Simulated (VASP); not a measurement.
Crystal: CdS.

```
CELL_PARAMETERS angstrom
4.19712 0.00000 0.00000
-2.09856 3.63481 0.00000
0.00000 0.00000 6.82790
ATOMIC_POSITIONS crystal
Cd 0.33333 0.66667 0.00416
Cd 0.66667 0.33333 0.50416
S 0.33333 0.66667 0.38084
S 0.66667 0.33333 0.88084
```

Base run:

```yaml
Program: VASP 6.6.1
Functional: PBEsol
Potentials_or_basis: VASP PAW PBE potentials, release 64 (Cd, S)
Cutoff: 520 eV
k_mesh: 12 × 12 × 4
Occupations: gaussian, width 0.02 eV
Spin: no spin polarisation
```

Its results: band gap on the k mesh 0.98 eV; pressure -2.5 GPa.

Task: The run is repeated on the same cell with these changes: functional from PBEsol to PBE. What comes out?

Result: Band gap on the k mesh 1.11 eV; pressure 0.3 GPa.

PBE binds less tightly than PBEsol, so the same cell stands under more pressure.

Caveats: the PAW data sets were made with another functional, which shifts forces and pressure a little (at least some runs).

A k mesh can miss the band edges.
